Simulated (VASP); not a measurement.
NaI:

```
CELL_PARAMETERS angstrom
0.00000 3.22972 3.22972
3.22972 0.00000 3.22972
3.22972 3.22972 0.00000
ATOMIC_POSITIONS crystal
Na 0.00000 0.00000 0.00000
I 0.50000 0.50000 0.50000
```

Base run:

| Item | Value |
| --- | --- |
| Program | VASP 6.6.1 |
| Functional | PBEsol |
| Potentials or basis | VASP PAW PBE potentials, release 64 (Na_pv, I) |
| Cutoff | 520 eV |
| k mesh | 6 × 6 × 6 |
| Occupations | gaussian, width 0.01 eV |
| Spin | no spin polarisation |

Its results: band gap on the k mesh 3.52 eV, direct; pressure -0.4 GPa.

Task: The run is repeated on the same cell with these changes: functional from PBEsol to LDA; potentials or basis from VASP PAW PBE potentials, release 64 (Na_pv, I) to VASP PAW LDA potentials, release 64 (Na_pv, I). What comes out?

Result: Band gap on the k mesh 3.36 eV, direct; pressure -1.5 GPa.

Caveats: spin-orbit coupling is left out, which moves the levels of the heavy elements; the PAW data sets were made with another functional, which shifts forces and pressure a little (some runs).

